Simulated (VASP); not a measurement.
# Ta (C2/m) in VASP: a series of runs

Ta is run at these levels: PBE; tasks: single point.

Program: VASP 6.6.1. These are calculated values, not measurements. Logs are shortened: lines on timing, memory, paths and dates and some standing lists are left out, and cuts for length are marked.

## 1. The cell of the first run

The structure is monoclinic, space group C2/m (No. 12). The conventional cell has a = 3.303 Å, b = 4.671 Å, c = 9.347 Å, α = 90.00°, β = 92.02°, γ = 90.00°. Ta (site symmetry m) has 14 Ta at 2.68 to 3.32 Å within 3.5 Å. Ta (site symmetry m) has 14 Ta at 2.86 to 3.30 Å within 3.8 Å.

## 2. Single point, PBE

INCAR reads:

```
SYSTEM = Ta
PREC = Accurate
ENCUT = 520
EDIFF = 1E-6
ISMEAR = 0
SIGMA = 0.15
LREAL = .False.
LASPH = .True.
NELM = 60
ALGO = Fast
ISIF = 2
LWAVE = .False.
LCHARG = .True.
GGA = PE
LELF = .True.
LVHAR = .True.
NBANDS = 30
```

KPOINTS reads:

```
Automatic mesh
0
Gamma
  17 17 5
  0 0 0
```

POSCAR reads:

```
Ta
1.0
   -1.6512800000      1.6512800000     -1.6512800000
   -1.6512800000     -1.6512800000      1.6512800000
   -0.3302560000      6.6051200000      6.6051200000
Ta
4
Direct
   -0.0875000000     -0.0875000000      0.8750000000
    0.4875000000      0.4875000000      0.1250000000
   -0.0375000000     -0.0375000000      0.3750000000
    0.4375000000      0.4375000000      0.6250000000
```

Potentials or basis: VASP PAW PBE potentials, release 64 (Ta_pv).

The run is started by

```console
$ cat potpaw_PBE.64/Ta_pv/POTCAR > POTCAR
$ mpirun -np 1 vasp_std > vasp.out
```

OUTCAR:

```text
SYSTEM = Ta
   PREC = Accurate
   ENCUT = 520
   EDIFF = 1E-6
   ISMEAR = 0
   LREAL = .False.
   LASPH = .True.
   NELM = 60
   ISIF = 2
   GGA = PE

 ion  position               nearest neighbor table
   1  0.913  0.913  0.875-   2 2.68   4 2.86   4 2.86   2 3.06   4 3.30   4 3.30   2 3.32   2 3.32

   2  0.487  0.487  0.125-   1 2.68   3 2.86   3 2.86   1 3.06   3 3.30   3 3.30   1 3.32   1 3.32

   3  0.962  0.962  0.375-   2 2.86   4 2.86   4 2.86   2 2.86   2 3.30   4 3.30   4 3.30   2 3.30

   4  0.438  0.438  0.625-   3 2.86   1 2.86   3 2.86   1 2.86   3 3.30   1 3.30   1 3.30   3 3.30

  LATTYP: Found a base centered monoclinic cell.
 ALAT       =     3.3025600000
 B/A-ratio  =     1.4142135624
 C/A-ratio  =     2.8301943396
 COS(beta)  =    -0.0353332627

  Lattice vectors:

 A1 = (   1.6512800000,  -1.6512800000,   1.6512800000)
 A2 = (   1.6512800000,   1.6512800000,  -1.6512800000)
 A3 = (  -0.3302560000,   6.6051200000,   6.6051200000)

Analysis of symmetry for initial positions (statically):
=====================================================================
 Subroutine PRICEL returns:
 Original cell was already a primitive cell.

 Routine SETGRP: Setting up the symmetry group for a
 base centered monoclinic supercell.

 Subroutine GETGRP returns: Found  4 space group operations
 (whereof  2 operations were pure point group operations)
 out of a pool of  4 trial point group operations.

The static configuration has the point symmetry C_1h.
 The point group associated with its full space group is C_2h.

Analysis of symmetry for dynamics (positions and initial velocities):
=====================================================================
 Subroutine PRICEL returns:
 Original cell was already a primitive cell.

 Routine SETGRP: Setting up the symmetry group for a
 base centered monoclinic supercell.

 Subroutine GETGRP returns: Found  4 space group operations
 (whereof  2 operations were pure point group operations)
 out of a pool of  4 trial point group operations.

The dynamic configuration has the point symmetry C_1h.
 The point group associated with its full space group is C_2h.

 Subroutine INISYM returns: Found  4 space group operations
 (whereof  2 operations are pure point group operations),
 and found     1 'primitive' translations

----------------------------------------------------------------------------------------

                                     Primitive cell

  volume of cell :      72.0414

  direct lattice vectors                    reciprocal lattice vectors
    -1.651280000  1.651280000 -1.651280000    -0.302795407  0.143827818 -0.158967589
    -1.651280000 -1.651280000  1.651280000    -0.302795407 -0.158967589  0.143827818
    -0.330256000  6.605120000  6.605120000     0.000000000  0.075698852  0.075698852

  length of vectors
     2.860100858  2.860100858  9.346886618     0.371001610  0.371001610  0.107054343

  position of ions in fractional coordinates (direct lattice)
     0.912500000  0.912500000  0.875000000
     0.487500000  0.487500000  0.125000000
     0.962500000  0.962500000  0.375000000
     0.437500000  0.437500000  0.625000000

  ion indices of the primitive-cell ions
   primitive index   ion index
                 1           1
                 2           2
                 3           3
                 4           4

----------------------------------------------------------------------------------------

 KPOINTS: Automatic mesh

Automatic generation of k-mesh.
 Grid dimensions read from file:
 generate k-points for:   17   17    5

 Generating k-lattice:

  Cartesian coordinates                     Fractional coordinates (reciprocal lattice)
    -0.017811495  0.008460460 -0.009351035     0.058823529 -0.000000000  0.000000000
    -0.017811495 -0.009351035  0.008460460    -0.000000000  0.058823529  0.000000000
     0.000000000  0.015139770  0.015139770     0.000000000  0.000000000  0.200000000

  Length of vectors
     0.021823624  0.021823624  0.021410869

  Shift w.r.t. Gamma in fractional coordinates (k-lattice)
     0.000000000  0.000000000  0.000000000

 Subroutine IBZKPT returns following result:
 ===========================================

 Found    387 irreducible k-points:

 Following reciprocal coordinates:
            Coordinates               Weight
  0.000000  0.000000  0.000000      1.000000
  0.058824  0.000000  0.000000      4.000000
  0.117647 -0.000000 -0.000000      4.000000
  0.176471 -0.000000 -0.000000      4.000000
  0.235294 -0.000000 -0.000000      4.000000
  0.294118 -0.000000 -0.000000      4.000000
[... 16 lines left out ...]
 -0.176471  0.058824  0.000000      4.000000
 -0.117647  0.058824  0.000000      4.000000
 [... further k-points ...]
   k-points           NKPTS =    387   k-points in BZ     NKDIM =    387   number of bands    NBANDS=     30
   number of dos      NEDOS =    301   number of ions     NIONS =      4
   total plane-waves  NPLWV =  40320
   dimension x,y,z NGX =    24 NGY =   24 NGZ =   70
   dimension x,y,z NGXF=    48 NGYF=   48 NGZF=  140
   ions per type =               4
   NGX,Y,Z   is equivalent  to a cutoff of  13.95, 13.95, 12.45 a.u.
   NGXF,Y,Z  is equivalent  to a cutoff of  27.90, 27.90, 24.90 a.u.
 SYSTEM =  Ta
   PREC   = accura    normal or accurate (medium, high low for compatibility)
   ISTART =      0    job   : 0-new  1-cont  2-samecut
   ICHARG =      2    charge: 1-file 2-atom 10-const
   ISPIN  =      1    spin polarized calculation?
   LNONCOLLINEAR =      F non collinear calculations
   LSORBIT =      F    spin-orbit coupling
   LASPH  =      T    aspherical Exc in radial PAW
   ENCUT  =  520.0 eV  38.22 Ry    6.18 a.u.   5.32  5.32 17.38*2*pi/ulx,y,z
   NELM   =     60;   NELMIN=  2; NELMDL= -5     # of ELM steps
   EDIFF  = 0.1E-05   stopping-criterion for ELM
   LREAL  =      F    real-space projection
   EDIFFG = 0.1E-04   stopping-criterion for IOM
   NSW    =      0    number of steps for IOM
   IBRION =     -1    ionic relax: 0-MD 1-quasi-New 2-CG
   NFREE  =      0    steps in history (QN), initial steepest desc. (CG)
   ISIF   =      2    stress and relaxation
   ISYM   =      2    0-nonsym 1-usesym 2-fastsym
   POTIM  = 0.5000    time-step for ionic-motion
   TEBEG  =    0.0;   TEEND  =   0.0 temperature during run
   PSTRESS=    0.0 pullay stress
   NELECT =      44.0000    total number of electrons
   NUPDOWN=      -1.0000    fix difference up-down
   EMIN   =  10.00;   EMAX   =-10.00  energy-range for DOS
   EFERMI =   0.00;   METHOD = LEGACY
   ISMEAR =     0;   SIGMA  =   0.15  broadening in eV -4-tet -1-fermi 0-gaus
   EFERMI_NEDOS =   21; number of points for ismear=-14 and -15
   IALGO  =     68    algorithm
   IMIX   =      4    mixing-type and parameters
     AMIX     =   0.40;   BMIX     =  1.00
     AMIX_MAG =   1.60;   BMIX_MAG =  1.00
  volume/ion in A,a.u.               =      18.01       121.54
  Fermi-wavevector in a.u.,A,eV,Ry     =   1.388988  2.624806 26.249534  1.929286
  Thomas-Fermi vector in A             =   2.513061
   LORBIT       =      0    0 simple, 1 ext, 2 COOP (PROOUT), +10 PAW based schemes
   GGA     = PE    functional components
   LHFCALC =     F    Hartree Fock is set to
   AEXX    =    0.0000 exact exchange contribution
   IVDW    =     0    specifies the selected vdW correction
   LEPSILON=     F    determine dielectric tensor
   LRPA    =     F    only Hartree local field effects (RPA)
 non-spin polarized calculation
 RMM-DIIS sequential band-by-band and
 Gauss-broadening in eV      SIGMA  =   0.15
  energy-cutoff  :      520.00
  volume of cell :       72.04
 maximum number of plane-waves:      1967
 NGX is ok and might be reduce to    24
   NGX = 11   NGY = 11   NGZ = 35

 number of electron      44.0000007 magnetization

 Free energy of the ion-electron system (eV)
  ---------------------------------------------------
  ext. energy  EPLUGINS =         0.00000000
  ---------------------------------------------------
  free energy    TOTEN  =       -47.14975875 eV

  energy without entropy =      -47.08836457  energy(sigma->0) =      -47.11906166

 E-fermi :   5.4991     XC(G=0): -12.6144

 val. band max:        5.4990204177   @ k =   0.0588   0.0000   0.4000
 cond. band min:       5.5003823932   @ k =  -0.2941   0.0000   0.4000
 fundamental gap:      0.0013619755
 Fermi energy:         5.4991242345

 k-point     1 :       0.0000    0.0000    0.0000
  band No.  band energies     occupation
      1     -28.7920      2.00000
      2     -28.2384      2.00000
      3     -28.1802      2.00000
      4     -27.9498      2.00000
      5     -27.7883      2.00000
      6     -27.7595      2.00000
[... 22 lines left out ...]
     29       8.9529      0.00000
     30       9.4107      0.00000

 k-point     2 :       0.0588    0.0000    0.0000
  band No.  band energies     occupation
      1     -28.7798      2.00000
      2     -28.2519      2.00000
      3     -28.1879      2.00000
      4     -27.9619      2.00000
      5     -27.7892      2.00000
      6     -27.7612      2.00000
[... 22 lines left out ...]
     29       8.9963      0.00000
     30       9.3499      0.00000

 k-point     3 :       0.1176   -0.0000   -0.0000
  band No.  band energies     occupation
      1     -28.7441      2.00000
      2     -28.2905      2.00000
      3     -28.2168      2.00000
      4     -28.0026      2.00000
      5     -27.7980      2.00000
      6     -27.7734      2.00000
[... 22 lines left out ...]
     29       9.1514      0.00000
     30       9.2366      0.00000

 k-point     4 :       0.1765   -0.0000   -0.0000
  band No.  band energies     occupation
      1     -28.6882      2.00000
      2     -28.3524      2.00000
      3     -28.2760      2.00000
      4     -28.0803      2.00000
      5     -27.8602      2.00000
      6     -27.8305      2.00000
[... 616 lines left out ...]
     29       9.0815      0.00000
     30       9.3271      0.00000

 k-point    23 :      -0.1765    0.0588    0.0000
  band No.  band energies     occupation
      1     -28.7132      2.00000
      2     -28.2969      2.00000
      3     -28.2303      2.00000
      4     -28.0652      2.00000
      5     -27.8525      2.00000
      6     -27.8453      2.00000
[... 22 lines left out ...]
     29       8.9600      0.00000
     30       9.1935      0.00000

 k-point    24 :      -0.1176    0.0588    0.0000
  band No.  band energies     occupation
      1     -28.7578      2.00000
      2     -28.2493      2.00000
      3     -28.1864      2.00000
      4     -27.9951      2.00000
      5     -27.8184      2.00000
      6     -27.7925      2.00000
[... 22 lines left out ...]
     29       8.7646      0.00000
     30       8.9039      0.00000

 [... further k-points ...]
[... 5 lines left out ...]
  --------------------------------------------------------------------------------------
  -------------------------------------------------------------------------------------
  Total        1.4181894      1.7186842      1.7186842      0.7252512      0.0721490      0.7252514
  in kB       31.5400719     38.2229788     38.2229788     16.1293501      1.6045713     16.1293546
  external PRESSURE =      35.9953432 kB  Pullay stress =       0.0000000 kB

 VOLUME and BASIS-vectors are now :
 -----------------------------------------------------------------------------
  energy-cutoff  :      520.00
  volume of cell :       72.04
      direct lattice vectors                 reciprocal lattice vectors
    -1.651280000  1.651280000 -1.651280000    -0.302795407  0.143827818 -0.158967589
    -1.651280000 -1.651280000  1.651280000    -0.302795407 -0.158967589  0.143827818
    -0.330256000  6.605120000  6.605120000     0.000000000  0.075698852  0.075698852

 POSITION                                       TOTAL-FORCE (eV/Angst)
 -----------------------------------------------------------------------------------
     -3.30256      5.77948      5.77948        -0.835438     -0.206697     -0.206697
     -1.65128      0.82564      0.82564         0.835438      0.206697      0.206697
     -3.30256      2.47692      2.47692        -0.231828      0.014462      0.014462
     -1.65128      4.12820      4.12820         0.231828     -0.014462     -0.014462
 -----------------------------------------------------------------------------------
    total drift:                               -0.000004     -0.000001     -0.000001

  FREE ENERGIE OF THE ION-ELECTRON SYSTEM (eV)
  ---------------------------------------------------
  free  energy   TOTEN  =       -47.1497587539 eV

  energy  without entropy=      -47.0883645672  energy(sigma->0) =      -47.11906166
```

Run time: 21 min. Hardware: 1 thread of AMD EPYC 7R13, shared host; peak memory 0.63 GiB.

What came out:

```yaml
Free_energy: -47.1498 eV
Pressure: 3.6 GPa
Largest_force: 0.885 eV/Å
Band_gap_on_the_k_mesh: zero (band 22 reaches 6.69 eV, above the bottom of band 23 at 4.96 eV)
```

Forces in eV/Å, atoms in the order of the input:
```
Ta  -0.835 -0.207 -0.207
Ta   0.835  0.207  0.207
Ta  -0.232  0.014  0.014
Ta   0.232 -0.014 -0.014
```

Caveat: spin-orbit coupling is left out, which moves the levels of the heavy elements.

## 3. Single point, PBE

INCAR, as its differences from that of step 2:

```diff
@@ -12,6 +12,4 @@
 LWAVE = .False.
-LCHARG = .True.
+LCHARG = .False.
 GGA = PE
-LELF = .True.
-LVHAR = .True.
 NBANDS = 30
```

KPOINTS reads:

```
regular mesh
0
Gamma
  17 17 5
  0 0 0
```

POSCAR reads:

```
Ta
1.0
   -1.6512800000      1.6512800000     -1.6512800000
   -1.6512800000     -1.6512800000      1.6512800000
   -0.9907680000      6.6051200000      6.6051200000
Ta
4
Direct
   -0.2625000000     -0.2625000000      0.8750000000
    0.4625000000      0.4625000000      0.1250000000
   -0.1125000000     -0.1125000000      0.3750000000
    0.3125000000      0.3125000000      0.6250000000
```

Potentials or basis: VASP PAW PBE potentials, release 64 (Ta_pv).

The run is started by

```console
$ cat potpaw_PBE.64/Ta_pv/POTCAR > POTCAR
$ mpirun -np 1 vasp_std > vasp.out
```

Run time: 18 min. Hardware: 1 thread of AMD EPYC 7R13, shared host; peak memory 0.63 GiB.

The run converged. Its results:

* Free energy: -46.3894 eV
* Pressure: 6.2 GPa
* Largest force: 2.997 eV/Å
* Band gap on the k mesh: zero (band 22 reaches 6.20 eV, above the bottom of band 23 at 5.06 eV)

Forces in eV/Å, atoms in the order of the input:
```
Ta  -1.782 -1.704 -1.704
Ta   1.782  1.704  1.704
Ta  -0.368 -0.085 -0.085
Ta   0.368  0.085  0.085
```

Stress tensor (GPa, compression positive):
```
2.16 4.12 4.12
4.12 8.15 3.61
4.12 3.61 8.15
```

Levels at points of the mesh, in eV from the Fermi level:
```csv
k point,band 19,band 20,band 21,band 22,band 23,band 24,band 25,band 26
"(0.00, 0.00, 0.00)",-1.12,-0.26,0.12,0.27,0.30,1.26,1.54,2.32
```

Caveat: spin-orbit coupling is left out, which moves the levels of the heavy elements; forces of over 1 eV/Å act on the atoms, so gaps and moduli don't describe the material at rest.
